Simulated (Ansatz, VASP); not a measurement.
## TiPdC4N4: VASP beside Ansatz

The input INCAR:

```
SYSTEM = TiPdC4N4
ALGO = Normal ; EDIFF = 1E-6
EDIFFG = -0.01 ; ENCUT = 600
GGA = PE ; IBRION = 2
ISIF = 3 ; ISMEAR = 0
LASPH = .TRUE. ; LCHARG = .FALSE.
LREAL = .FALSE. ; LWAVE = .FALSE.
NELM = 100 ; NSW = 100
PREC = Accurate ; SIGMA = 0.02
```

The input KPOINTS:

```
k-points
0
G
  6 6 6
  0 0 0
```

The input POSCAR:

```
TiPdC4N4
1.0
    5.8968503834      0.0000000000      0.0000000000
    0.0000000000      5.8968503834      0.0000000000
    0.0000000000      0.0000000000      5.8968503834
Ti Pd C N
1 1 4 4
Direct
    0.5000000000      0.5000000000      0.5000000000
    0.0000000000      0.0000000000      0.0000000000
    0.1946921112      0.1946921112      0.1946921112
    0.1946921112      0.8053078888      0.8053078888
    0.8053078888      0.1946921112      0.8053078888
    0.8053078888      0.8053078888      0.1946921112
    0.3117643959      0.3117643959      0.3117643959
    0.3117643959      0.6882356041      0.6882356041
    0.6882356041      0.3117643959      0.6882356041
    0.6882356041      0.6882356041      0.3117643959
```

Input for Ansatz:

```yaml
crystal:
  lattice:
    - [5.8968503834, 0.0, 0.0]
    - [0.0, 5.8968503834, 0.0]
    - [0.0, 0.0, 5.8968503834]
  atoms:
    - { symbol: Ti, position: [0.5, 0.5, 0.5] }
    - { symbol: Pd, position: [0.0, 0.0, 0.0] }
    - { symbol: C, position: [0.1946921112, 0.1946921112, 0.1946921112] }
    - { symbol: C, position: [0.1946921112, 0.8053078888, 0.8053078888] }
    - { symbol: C, position: [0.8053078888, 0.1946921112, 0.8053078888] }
    - { symbol: C, position: [0.8053078888, 0.8053078888, 0.1946921112] }
    - { symbol: "N", position: [0.3117643959, 0.3117643959, 0.3117643959] }
    - { symbol: "N", position: [0.3117643959, 0.6882356041, 0.6882356041] }
    - { symbol: "N", position: [0.6882356041, 0.3117643959, 0.6882356041] }
    - { symbol: "N", position: [0.6882356041, 0.6882356041, 0.3117643959] }
basis:
  ecutwfc: 420
kpoints:
  mp_grid: { grid: [6, 6, 6] }
hamiltonian:
  xc: pbe
scf:
  occupations: { method: gaussian, width: 0.02 }
output:
  forces: true
  stress: true
  eigenvalues: true
  write_density: true
  write_potential: true
  elf: true
  volumetric_format: npy
relax:
  adjacent_minimum: "off"
  f_tol: 0.01
  max_steps: 80
  cell: { stress_tol: 0.05 }
```

Alike in both runs: task relaxation of cell and atoms; functional PBE; k mesh 6 × 6 × 6; occupations gaussian, width 0.02 eV; no spin polarisation.

|  | VASP | Ansatz |
| --- | --- | --- |
| version | VASP 6.6.1 | Ansatz 0.2.0 |
| potentials or method | VASP PAW PBE potentials, release 64 (Ti_sv, Pd, C, N), cutoff 600 eV | scalar-relativistic, plane waves, PAW |
| valence electrons in the cell | 58 | 66 |

Ansatz gave:

| Property | Result |
| --- | --- |
| gap on the k mesh at the Fermi level, each at its own relaxed structure (eV) | 0.99 |
| relaxed volume (Å³/atom) | 20.50 |
| relaxed length of the cell vector where the two differ most in proportion (Å) | 5.896 |

Estimate VASP's values.

gap on the k mesh at the Fermi level, each at its own relaxed structure (eV): 1.00; relaxed volume (Å³/atom): 20.48; relaxed length of the cell vector where the two differ most in proportion (Å): 5.894.

VASP's potentials hold 58 valence electrons a cell and Ansatz's 66, so a difference there can come from the potentials and not from the codes.

Noted on VASP's run: the standard files for N, O and F lose accuracy on very short bonds.
